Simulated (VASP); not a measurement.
## Ge2RuW4: single point with PBE

The system is Ge2RuW4.

```xyz
7
Lattice="4.5019 0.0000 0.0000 -2.2510 3.8988 0.0000 0.0000 0.0000 7.6366" Properties=species:S:1:pos:R:3 pbc="T T T"
Ge    0.0000    2.5992    0.0000
Ge    2.2510    1.2996    0.0000
Ru    0.0000    0.0000    0.0000
W     0.0000    2.5992    5.1236
W     0.0000    2.5992    2.5130
W     2.2510    1.2996    2.5130
W     2.2510    1.2996    5.1236
```

The cell was generated, and may not be a known phase.

```yaml
Program: VASP 6.6.1
Task: single point
Functional: PBE
Potentials_or_basis: VASP PAW PBE potentials, release 64 (Ge_d, Ru_pv, W_sv)
Cutoff: 520 eV
k_mesh: 5 × 5 × 2
Occupations: gaussian, width 0.2 eV
Spin: no spin polarisation
Dipole_correction: no
Further_INCAR_settings: ALGO = Normal; EDIFF = 1e-07; NBANDS = 58
```

* Pressure: 0.2 GPa
* Largest force: 0.017 eV/Å
* Band gap on the k mesh: zero (bands 49 and 50 overlap by 0.13 eV)

Forces on the atoms (eV/Å):
```
Ge   0.000  0.000  0.000
Ge   0.000  0.000  0.000
Ru   0.000  0.000  0.000
W    0.000  0.000 -0.017
W    0.000  0.000  0.017
W    0.000  0.000  0.017
W    0.000  0.000 -0.017
```

Stress tensor (GPa, compression positive):
```
-0.03  0.00  0.00
 0.00 -0.03  0.00
 0.00  0.00  0.64
```

Levels at points of the mesh, in eV from the Fermi level:
```csv
k point,band 45,band 46,band 47,band 48,band 49,band 50,band 51,band 52,band 53,band 54
"(0.00, 0.00, 0.00)",-0.71,-0.71,-0.29,-0.29,-0.15,-0.15,-0.02,0.55,0.62,0.62
"(0.00, 0.00, 0.50)",-0.64,-0.57,-0.57,-0.47,-0.47,-0.17,-0.17,0.79,0.79,1.30
```

Run time: 4.2 min on 1 thread of AMD EPYC 7R43 64-Core Processor (Zen 3), with other jobs on the host, peak memory 0.25 GiB.

Caveat: the k points lie up to 0.41 Å⁻¹ apart; spin-orbit coupling is left out, which moves the levels of the heavy elements.
